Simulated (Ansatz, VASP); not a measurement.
## One calculation of HfN, two programs

```
Hf N
1.0
     0.00000    2.31732    2.31732
     2.31732    0.00000    2.31732
     2.31732    2.31732    0.00000
Hf N
1 1
Direct
  0.50000 0.50000 0.50000
  0.00000 0.00000 0.00000
```

Alike in both runs: task single point; functional RPBE; k mesh 10 × 10 × 10; occupations gaussian, width 0.05 eV; no spin polarisation.

```csv
,VASP,Ansatz
version,VASP 6.6.1,Ansatz 0.2.0
potentials or method,"VASP PAW PBE potentials, release 64 (Hf_pv, N), cutoff 520 eV","scalar-relativistic, plane waves, PAW"
valence electrons in the cell,15,31
```

Ansatz gave:

* gap on the k mesh at the Fermi level (eV): none
* pressure (GPa): -9.0

Question: What did VASP give for the same quantities?

Answer: gap on the k mesh at the Fermi level (eV): none; pressure (GPa): -11.2.

VASP's potentials were made for PBE, not for RPBE. A gap of «none» marks a metal or a gap that the smearing closes. VASP's potentials hold 15 valence electrons a cell and Ansatz's 31, so a difference there can come from the potentials and not from the codes.

Neither program's run includes spin-orbit coupling.
